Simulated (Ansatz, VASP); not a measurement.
**GaN: VASP beside Ansatz**

```
CELL_PARAMETERS angstrom
0.00000 2.25350 2.25350
2.25350 0.00000 2.25350
2.25350 2.25350 0.00000
ATOMIC_POSITIONS crystal
Ga 0.00000 0.00000 0.00000
N 0.25000 0.25000 0.25000
```

Alike in both runs: task relaxation of cell and atoms; functional LDA; k mesh 14 × 14 × 14; occupations fermi-dirac, width 0.1 eV; no spin polarisation.

```csv
,VASP,Ansatz
version,VASP 6.6.1,Ansatz 0.2.0
potentials or method,"VASP PAW LDA potentials, release 64 (Ga_d, N)","PAW with Ansatz's default frozen-core files, scalar-relativistic"
plane-wave cutoff (eV),600,420
valence electrons in the cell,18,18
```

VASP gave:

- relaxed volume (Å³/atom): 11.12
- relaxed cell length with the largest relative difference (Å): 3.156

Task: Which values does Ansatz return?

Result: Relaxed volume (Å³/atom): 11.06; relaxed cell length with the largest relative difference (Å): 3.150.

LDA's correlation is that of Perdew and Zunger in VASP and of Perdew and Wang (1992) in Ansatz.
